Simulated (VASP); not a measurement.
# Ti12H2C in VASP: a series of runs

Runs on Ti12H2C. Level: PBE. Tasks: single point.

All numbers are computed with VASP 6.6.1; they aren't measurements. Logs are shortened: lines on timing, memory, paths and dates and some standing lists are left out, and cuts for length are marked.

## 1. The cell of the first run

The cell holds a slab with vacuum, 15 atoms: a = 5.900 Å, b = 5.900 Å, c = 17.685 Å, α = 90.00°, β = 90.00°, γ = 60.00°.

## 2. Single point, PBE

Input file INCAR:

```
SYSTEM = Ti12H2C
  PREC = Accurate
  ENCUT = 520
  EDIFF = 1E-7
  ISMEAR = 0
  SIGMA = 0.05
  LREAL = Auto
  LASPH = .TRUE.
  NELM = 60
  ALGO = Normal
  ISIF = 2
  LWAVE = .FALSE.
  LCHARG = .FALSE.
  GGA = PE
  NBANDS = 88
```

Input file KPOINTS:

```
Automatic mesh
0
G
  4 4 1
  0 0 0
```

Input file POSCAR:

```
Ti12H2C
1.0
    5.9000000000      0.0000000000      0.0000000000
    2.9500000000      5.1095500000      0.0000000000
    0.0000000000      0.0000000000     17.6846000000
Ti C H
12 1 2
Direct
    0.0000000000      0.0000000000      0.0565463737
    0.5000000000      0.0000000000      0.0565463737
    0.0000000000      0.5000000000      0.0565463737
    0.5000000000      0.5000000000      0.0565463737
   -0.1638691855      0.3290054897      0.1819301539
    0.3272414083      0.3363165054      0.1795412958
   -0.1633955424      0.8346643051      0.1818793753
    0.3364916707      0.8317658111      0.1782584282
    0.0203543864     -0.0102179253      0.3091320697
    0.4935097645      0.0051828439      0.3066479875
   -0.0117896988      0.5058288890      0.3109915972
    0.4932325097      0.5011631161      0.3066705495
    1.5153585662      0.7425364269      0.3876713638
    1.5180280970      0.8927034670      0.4254920100
    1.5166882111      0.5917605269      0.4260495572
```

Potentials or basis: VASP PAW PBE potentials, release 64 (Ti_sv, C, H).

Run with:

```bash
$ cat potpaw_PBE.64/Ti_sv/POTCAR potpaw_PBE.64/C/POTCAR potpaw_PBE.64/H/POTCAR > POTCAR
$ mpirun -np 1 vasp_std > vasp.out
```

OUTCAR:

```text
SYSTEM = Ti12H2C
   PREC = Accurate
   ENCUT = 520
   EDIFF = 1E-7
   ISMEAR = 0
   LREAL = Auto
   LASPH = .TRUE.
   NELM = 60
   ISIF = 2
   GGA = PE

 ion  position               nearest neighbor table
   1  0.000  0.000  0.057-   8 2.75   7 2.78   5 2.78
   2  0.500  0.000  0.057-   8 2.74   6 2.77   7 2.81
   3  0.000  0.500  0.057-   6 2.74   7 2.80   5 2.80
   4  0.500  0.500  0.057-   8 2.74   6 2.77   5 2.80
   5  0.836  0.329  0.182-   1 2.78   3 2.80   4 2.80  12 2.82  11 2.84   9 2.84   7 2.92   6 2.92

   6  0.327  0.336  0.180-   3 2.74   2 2.77   4 2.77  12 2.81  10 2.81  11 2.90   7 2.92   5 2.92

   7  0.837  0.835  0.182-   1 2.78   3 2.80   2 2.81  10 2.82  11 2.84   9 2.84   5 2.92   6 2.92

   8  0.336  0.832  0.178-   2 2.74   4 2.74   1 2.75   9 2.82  10 2.83  12 2.83
   9  0.020  0.990  0.309-   8 2.82  12 2.84  10 2.84   7 2.84   5 2.84
  10  0.494  0.005  0.307-  13 2.07   6 2.81   7 2.82   8 2.83   9 2.84
  11  0.988  0.506  0.311-   5 2.84   7 2.84   6 2.90
  12  0.493  0.501  0.307-  13 2.07   6 2.81   5 2.82   8 2.83   9 2.84
  13  0.515  0.743  0.388-  15 1.12  14 1.12  10 2.07  12 2.07
  14  0.518  0.893  0.425-  13 1.12
  15  0.517  0.592  0.426-  13 1.12

  LATTYP: Found a hexagonal cell.
 ALAT       =     5.9000001019
 C/A-ratio  =     2.9973897787

  Lattice vectors:

 A1 = (  -2.9500000000,  -5.1095500000,   0.0000000000)
 A2 = (   5.9000000000,   0.0000000000,   0.0000000000)
 A3 = (   0.0000000000,   0.0000000000,  17.6846000000)

Analysis of symmetry for initial positions (statically):
=====================================================================
 Subroutine PRICEL returns:
 Original cell was already a primitive cell.

 Routine SETGRP: Setting up the symmetry group for a
 hexagonal supercell.

 Subroutine GETGRP returns: Found  1 space group operations
 (whereof  1 operations were pure point group operations)
 out of a pool of 24 trial point group operations.

The static configuration has the point symmetry C_1 .

Analysis of symmetry for dynamics (positions and initial velocities):
=====================================================================
 Subroutine PRICEL returns:
 Original cell was already a primitive cell.

 Routine SETGRP: Setting up the symmetry group for a
 hexagonal supercell.

 Subroutine GETGRP returns: Found  1 space group operations
 (whereof  1 operations were pure point group operations)
 out of a pool of 24 trial point group operations.

The dynamic configuration has the point symmetry C_1 .

 Subroutine INISYM returns: Found  1 space group operations
 (whereof  1 operations are pure point group operations),
 and found     1 'primitive' translations

----------------------------------------------------------------------------------------

                                     Primitive cell

  volume of cell :     533.1261

  direct lattice vectors                    reciprocal lattice vectors
     5.900000000  0.000000000  0.000000000     0.169491525 -0.097855976  0.000000000
     2.950000000  5.109550000  0.000000000     0.000000000  0.195711951  0.000000000
     0.000000000  0.000000000 17.684600000     0.000000000  0.000000000  0.056546374

  length of vectors
     5.900000000  5.900000102 17.684600000     0.195711955  0.195711951  0.056546374

  position of ions in fractional coordinates (direct lattice)
     0.000000000  0.000000000  0.056546374
     0.500000000  0.000000000  0.056546374
     0.000000000  0.500000000  0.056546374
     0.500000000  0.500000000  0.056546374
     0.836130815  0.329005490  0.181930154
     0.327241408  0.336316505  0.179541296
     0.836604458  0.834664305  0.181879375
     0.336491671  0.831765811  0.178258428
     0.020354386  0.989782075  0.309132070
     0.493509764  0.005182844  0.306647987
     0.988210301  0.505828889  0.310991597
     0.493232510  0.501163116  0.306670549
     0.515358566  0.742536427  0.387671364
     0.518028097  0.892703467  0.425492010
     0.516688211  0.591760527  0.426049557

  ion indices of the primitive-cell ions
   primitive index   ion index
                 1           1
                 2           2
                 3           3
                 4           4
                 5           5
                 6           6
                 7           7
                 8           8
                 9           9
                10          10
                11          11
                12          12
                13          13
                14          14
                15          15

----------------------------------------------------------------------------------------

 KPOINTS: Automatic mesh

Automatic generation of k-mesh.
 Grid dimensions read from file:
 generate k-points for:    4    4    1

 Generating k-lattice:

  Cartesian coordinates                     Fractional coordinates (reciprocal lattice)
     0.042372881 -0.024463994  0.000000000     0.250000000  0.000000000  0.000000000
[... 59 lines left out ...]
   ISMEAR =     0;   SIGMA  =   0.05  broadening in eV -4-tet -1-fermi 0-gaus
   EFERMI_NEDOS =   21; number of points for ismear=-14 and -15
   IALGO  =     38    algorithm
   IMIX   =      4    mixing-type and parameters
     AMIX     =   0.40;   BMIX     =  1.00
     AMIX_MAG =   1.60;   BMIX_MAG =  1.00
  volume/ion in A,a.u.               =      35.54       239.85
  Fermi-wavevector in a.u.,A,eV,Ry     =   1.072742  2.027188 15.657250  1.150775
  Thomas-Fermi vector in A             =   2.208521
   LORBIT       =      0    0 simple, 1 ext, 2 COOP (PROOUT), +10 PAW based schemes
   GGA     = PE    functional components
   LHFCALC =     F    Hartree Fock is set to
   AEXX    =    0.0000 exact exchange contribution
   IVDW    =     0    specifies the selected vdW correction
   LEPSILON=     F    determine dielectric tensor
   LRPA    =     F    only Hartree local field effects (RPA)
 non-spin polarized calculation
 Gauss-broadening in eV      SIGMA  =   0.05
  energy-cutoff  :      520.00
  volume of cell :      533.13
 maximum number of plane-waves:     14391
 NGX is ok and might be reduce to    48
   NGX = 21   NGY = 21   NGZ = 65

 number of electron     150.0000001 magnetization

 Free energy of the ion-electron system (eV)
  ---------------------------------------------------
  ext. energy  EPLUGINS =         0.00000000
  ---------------------------------------------------
  free energy    TOTEN  =      -103.94635728 eV

  energy without entropy =     -103.91968357  energy(sigma->0) =     -103.93302042

 E-fermi :   1.1139     XC(G=0):  -5.8415

 val. band max:        1.1057395771   @ k =   0.0000   0.5000   0.0000
 cond. band min:       1.1154220003   @ k =   0.2500   0.0000   0.0000
 fundamental gap:      0.0096824232
 Fermi energy:         1.1139272573

 k-point     1 :       0.0000    0.0000    0.0000
  band No.  band energies     occupation
      1     -55.8380      2.00000
      2     -55.7907      2.00000
      3     -55.7627      2.00000
      4     -55.6941      2.00000
      5     -55.6884      2.00000
      6     -55.6757      2.00000
[... 79 lines left out ...]
     86       2.1806      0.00000
     87       2.1918      0.00000

 k-point     2 :       0.2500    0.0000    0.0000
  band No.  band energies     occupation
      1     -55.8339      2.00000
      2     -55.7908      2.00000
      3     -55.7521      2.00000
      4     -55.7020      2.00000
      5     -55.6884      2.00000
      6     -55.6790      2.00000
[... 709 lines left out ...]
     86       2.0058      0.00000
     87       2.0938      0.00000

 k-point    10 :      -0.2500    0.2500    0.0000
  band No.  band energies     occupation
      1     -55.8263      2.00000
      2     -55.7962      2.00000
      3     -55.7342      2.00000
      4     -55.7117      2.00000
      5     -55.7001      2.00000
      6     -55.6764      2.00000
[... 79 lines left out ...]
     86       1.9995      0.00000
     87       2.0853      0.00000
 [bands above 87 left out]

------------------------ aborting loop because EDIFF is reached ----------------------------------------

  FORCE on cell =-STRESS in cart. coord.  units (eV):
  Direction    XX          YY          ZZ          XY          YZ          ZX
  --------------------------------------------------------------------------------------
  -------------------------------------------------------------------------------------
  Total       -5.3965388     -3.9275347     -0.3185804      1.2797238     -0.0205795      0.0183442
  in kB      -16.2179507    -11.8032256     -0.9574139      3.8458905     -0.0618466      0.0551288
  external PRESSURE =      -9.6595301 kB  Pullay stress =       0.0000000 kB

 VOLUME and BASIS-vectors are now :
 -----------------------------------------------------------------------------
  energy-cutoff  :      520.00
  volume of cell :      533.13
      direct lattice vectors                 reciprocal lattice vectors
     5.900000000  0.000000000  0.000000000     0.169491525 -0.097855976  0.000000000
     2.950000000  5.109550000  0.000000000     0.000000000  0.195711951  0.000000000
     0.000000000  0.000000000 17.684600000     0.000000000  0.000000000  0.056546374

 POSITION                                       TOTAL-FORCE (eV/Angst)
 -----------------------------------------------------------------------------------
      0.00000      0.00000      1.00000        -0.087086      0.054498     -0.027787
      2.95000      0.00000      1.00000         0.157782     -0.010198     -0.007067
      1.47500      2.55477      1.00000        -0.170303      0.094556      0.116683
      4.42500      2.55477      1.00000         0.085099     -0.130141     -0.007645
      5.90374      1.68107      3.21736        -0.007404     -0.008859     -0.004590
      2.92286      1.71843      3.17512         0.008667     -0.007336     -0.001660
      7.39823      4.26476      3.21646         0.001047      0.007703     -0.002774
      4.43901      4.24995      3.15243        -0.010383      0.004731     -0.006888
      3.03995      5.05734      5.46688        -0.001201      0.001612     -0.024974
      2.92700      0.02648      5.42295         0.013662      0.005336     -0.026166
      7.32264      2.58456      5.49976         0.007861     -0.005107     -0.022256
      4.38850      2.56072      5.42335         0.002898     -0.001984     -0.012002
      5.23110      3.79403      6.85581         0.012208     -0.004282     -0.005419
      5.68984      4.56131      7.52466         0.001322      0.016948      0.019215
      4.79415      3.02363      7.53452        -0.014168     -0.017476      0.013329
 -----------------------------------------------------------------------------------
    total drift:                                0.033094     -0.022493     -0.019615

  FREE ENERGIE OF THE ION-ELECTRON SYSTEM (eV)
  ---------------------------------------------------
  free  energy   TOTEN  =      -103.9463572760 eV

  energy  without entropy=     -103.9196835677  energy(sigma->0) =     -103.93302042
```

Run time: 20 min. Hardware: 1 thread of Intel Xeon 6975P-C (Granite Rapids), shared host; peak memory 0.81 GiB.

Results:

```yaml
Free_energy: -103.9464 eV
Largest_force: 0.227 eV/Å
Band_gap_on_the_k_mesh: zero (bands 75 and 76 overlap by 0.59 eV)
```

Forces in eV/Å, atoms in the order of the input:
```
Ti  -0.087  0.054 -0.028
Ti   0.158 -0.010 -0.007
Ti  -0.170  0.095  0.117
Ti   0.085 -0.130 -0.008
Ti  -0.007 -0.009 -0.005
Ti   0.009 -0.007 -0.002
Ti   0.001  0.008 -0.003
Ti  -0.010  0.005 -0.007
Ti  -0.001  0.002 -0.025
Ti   0.014  0.005 -0.026
Ti   0.008 -0.005 -0.022
Ti   0.003 -0.002 -0.012
C    0.012 -0.004 -0.005
H    0.001  0.017  0.019
H   -0.014 -0.017  0.013
```

Levels at points of the mesh, in eV from the Fermi level:
| k point | band 73 | band 74 | band 75 | band 76 | band 77 | band 78 | band 79 | band 80 | band 81 | band 82 |
| --- | --- | --- | --- | --- | --- | --- | --- | --- | --- | --- |
| (0.00, 0.00, 0.00) | 0.20 | 0.28 | 0.34 | 0.66 | 0.68 | 0.69 | 0.72 | 0.72 | 0.72 | 0.74 |
| (0.50, 0.00, 0.00) | -0.37 | -0.23 | -0.14 | -0.11 | -0.06 | 0.09 | 0.15 | 0.18 | 0.45 | 0.46 |
| (0.50, 0.50, 0.00) | -0.35 | -0.30 | -0.16 | -0.12 | -0.06 | -0.01 | 0.09 | 0.17 | 0.36 | 0.52 |
| (0.00, 0.50, 0.00) | -0.35 | -0.30 | -0.16 | -0.12 | -0.06 | -0.01 | 0.08 | 0.17 | 0.36 | 0.52 |

## 3. Single point, PBE

Input file INCAR:

```
SYSTEM = Ti12H2C
PREC = Accurate ; ENCUT = 520
EDIFF = 1E-6 ; ISMEAR = 0
SIGMA = 0.05 ; LREAL = Auto
LASPH = .True. ; NELM = 60
ALGO = Normal ; ISIF = 2
LWAVE = .False. ; LCHARG = .True.
GGA = PE ; LELF = .True.
LVHAR = .True. ; NBANDS = 88
```

Input file KPOINTS:

```
regular mesh
0
Gamma
  4 4 1
  0 0 0
```

Input file POSCAR:

```
Ti12H2C
1.0
    5.9000000000      0.0000000000      0.0000000000
    2.9500000000      5.1095500000      0.0000000000
    0.0000000000      0.0000000000     17.6846000000
Ti C H
12 1 2
Direct
    0.0000000000      0.0000000000      0.0565463737
    0.5000000000      0.0000000000      0.0565463737
    0.0000000000      0.5000000000      0.0565463737
    0.5000000000      0.5000000000      0.0565463737
   -0.1649682263      0.3297957746      0.1809097746
    0.3301130992      0.3335080389      0.1799332753
   -0.1686196540      0.8348003249      0.1815665607
    0.3317024829      0.8333591021      0.1785024824
    0.0118401973     -0.0074936149      0.3095423137
    0.4847664005      0.0034214363      0.3084565102
   -0.0103602945      0.5037212670      0.3078881060
    0.4875337539      0.5080026617      0.3077646088
    1.4253786163      0.7800573436      0.3904364815
    1.4096344373      0.9308250237      0.4311049161
    1.4423147264      0.6154003777      0.4258716058
```

Potentials or basis: VASP PAW PBE potentials, release 64 (Ti_sv, C, H).

Run with:

```bash
$ cat potpaw_PBE.64/Ti_sv/POTCAR potpaw_PBE.64/C/POTCAR potpaw_PBE.64/H/POTCAR > POTCAR
$ mpirun -np 1 vasp_std > vasp.out
```

Run time: 23 min. Hardware: 1 thread of AMD EPYC 9R45 (Zen 5), shared host; peak memory 0.78 GiB.

Results (log left out):

- Free energy: -103.9238 eV
- Largest force: 0.183 eV/Å
- Band gap on the k mesh: zero (bands 75 and 76 overlap by 0.58 eV)

Forces in eV/Å, atoms in the order of the input:
```
Ti  -0.132  0.022 -0.013
Ti   0.096 -0.040 -0.015
Ti  -0.113  0.104  0.101
Ti   0.073 -0.078  0.004
Ti   0.001  0.010 -0.009
Ti   0.004  0.001 -0.006
Ti   0.003 -0.006 -0.017
Ti   0.000 -0.001 -0.001
Ti  -0.004 -0.001 -0.007
Ti   0.002  0.004 -0.016
Ti   0.001  0.003 -0.007
Ti  -0.008 -0.013 -0.024
C    0.027  0.003 -0.007
H    0.061  0.008  0.000
H   -0.011 -0.017  0.016
```

Levels at points of the mesh, in eV from the Fermi level:
| k point | band 75 | band 76 | band 77 | band 78 | band 79 | band 80 |
| --- | --- | --- | --- | --- | --- | --- |
| (0.00, 0.00, 0.00) | 0.31 | 0.65 | 0.66 | 0.66 | 0.68 | 0.69 |
| (0.50, 0.00, 0.00) | -0.17 | -0.16 | -0.09 | 0.07 | 0.09 | 0.12 |
| (0.50, 0.50, 0.00) | -0.20 | -0.12 | -0.07 | -0.01 | 0.07 | 0.14 |
| (0.00, 0.50, 0.00) | -0.19 | -0.13 | -0.07 | -0.02 | 0.08 | 0.15 |

## 4. Single point, PBE

Input file INCAR:

```
ALGO = Normal
EDIFF = 1E-6
ENCUT = 520
GGA = PE
ISIF = 2
ISMEAR = 0
LASPH = True
LCHARG = True
LELF = True
LREAL = Auto
LVHAR = True
LWAVE = False
NBANDS = 88
NELM = 80
PREC = Accurate
SIGMA = 0.05
```

Input file KPOINTS:

```
k-points
0
Gamma
  4 4 1
```

Input file POSCAR:

```
Ti12H2C
1.0
    5.9000000000      0.0000000000      0.0000000000
    2.9500000000      5.1095500000      0.0000000000
    0.0000000000      0.0000000000     17.6846000000
Ti C H
12 1 2
Direct
    0.0000000000      0.0000000000      0.0565463737
    0.5000000000      0.0000000000      0.0565463737
    0.0000000000      0.5000000000      0.0565463737
    0.5000000000      0.5000000000      0.0565463737
   -0.1638691855      0.3290054897      0.1819301539
    0.3272414083      0.3363165054      0.1795412958
   -0.1633955424      0.8346643051      0.1818793753
    0.3364916707      0.8317658111      0.1782584282
    0.0203543864     -0.0102179253      0.3091320697
    0.4935097645      0.0051828439      0.3066479875
   -0.0117896988      0.5058288890      0.3109915972
    0.4932325097      0.5011631161      0.3066705495
    1.5153585662      0.7425364269      0.3876713638
    1.5180280970      0.8927034670      0.4254920100
    1.5166882111      0.5917605269      0.4260495572
```

Run with:

```bash
$ cat potpaw_PBE.64/Ti_sv/POTCAR potpaw_PBE.64/C/POTCAR potpaw_PBE.64/H/POTCAR > POTCAR
$ mpirun -np 1 vasp_std > vasp.out
```

Wall time 24 min (1 thread of AMD EPYC 9R45 (Zen 5), shared host); peak memory 0.78 GiB.

It converged, with:

```yaml
Free_energy: -103.9464 eV
Largest_force: 0.227 eV/Å
Band_gap_on_the_k_mesh: zero (bands 75 and 76 overlap by 0.59 eV)
```

Forces on the atoms (eV/Å):
```
Ti  -0.087  0.054 -0.028
Ti   0.158 -0.010 -0.007
Ti  -0.170  0.095  0.117
Ti   0.085 -0.130 -0.008
Ti  -0.007 -0.009 -0.005
Ti   0.009 -0.007 -0.002
Ti   0.001  0.008 -0.003
Ti  -0.010  0.005 -0.007
Ti  -0.001  0.002 -0.025
Ti   0.014  0.005 -0.026
Ti   0.008 -0.005 -0.022
Ti   0.003 -0.002 -0.012
C    0.012 -0.004 -0.005
H    0.001  0.017  0.019
H   -0.014 -0.017  0.013
```

Levels at points of the mesh, in eV from the Fermi level:
| k point | band 75 | band 76 | band 77 | band 78 | band 79 | band 80 |
| --- | --- | --- | --- | --- | --- | --- |
| (0.00, 0.00, 0.00) | 0.34 | 0.66 | 0.68 | 0.69 | 0.72 | 0.72 |
| (0.50, 0.00, 0.00) | -0.14 | -0.11 | -0.06 | 0.09 | 0.15 | 0.18 |
| (0.50, 0.50, 0.00) | -0.16 | -0.12 | -0.06 | -0.01 | 0.09 | 0.17 |
| (0.00, 0.50, 0.00) | -0.16 | -0.12 | -0.06 | -0.01 | 0.08 | 0.17 |
